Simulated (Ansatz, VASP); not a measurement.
**One calculation of Be, two programs**

```
CELL_PARAMETERS angstrom
3.75926 0.00000 0.00000
0.00000 3.75926 0.00000
0.00000 0.00000 2.28886
ATOMIC_POSITIONS crystal
Be 0.29741 0.29741 0.00000
Be 0.70259 0.70259 0.00000
Be 0.20259 0.79741 0.50000
Be 0.79741 0.20259 0.50000
```

Change from the starting cell: volume scaled by 1.01.

Alike in both runs: task single point; functional PBE; k mesh 9 × 9 × 14; occupations fermi-dirac, width 0.05 eV; no spin polarisation.

```csv
,VASP,Ansatz
version,VASP 6.6.1,Ansatz 0.2.0
potentials or method,"VASP PAW PBE potentials, release 64 (Be), cutoff 520 eV","all-electron LAPW, scalar-relativistic"
```

```csv
,VASP,Ansatz,Ansatz less VASP
pressure (GPa),-1.0,-1.2,-0.16
"traceless stress, the component that is largest in VASP (GPa)",-1.00,-0.99,+0.006
rms of the force components (eV/Å),0.006,0.007,+0.0013
```

Atom by atom the forces differ by 0.001 eV/Å (rms over components). Ansatz ran all-electron here, and VASP with PAW potentials.
